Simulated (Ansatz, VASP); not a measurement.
**Two plane-wave programs on CO2**

```
CELL_PARAMETERS angstrom
10.90000 0.00000 0.00000
0.00000 9.20000 0.00000
0.00000 0.00000 10.70000
ATOMIC_POSITIONS crystal
C 0.50000 0.50008 0.50000
O 0.58923 0.50007 0.43912
O 0.41077 0.50007 0.56088
```

Alike in both runs: functional PBE; dispersion D3(BJ); k mesh 1 × 1 × 1; occupations gaussian, width 0.01 eV; no spin polarisation.

Ansatz relaxed the structure, and its values are those at the end. VASP's run is a single point on that final structure, the one shown.

```csv
,VASP,Ansatz
version,VASP 6.6.1,Ansatz 0.2.0
potentials or method,"VASP PAW PBE potentials, release 64 (C_h, O_h), cutoff 1000 eV","scalar-relativistic, plane waves, PAW"
valence electrons in the cell,16,16
```

VASP gave:

- gap on the k mesh at the Fermi level (eV): 7.99
- rms of the force components (eV/Å): 0.004

Estimate Ansatz's values.

gap on the k mesh at the Fermi level (eV): 7.99; rms of the force components (eV/Å): 0.000.
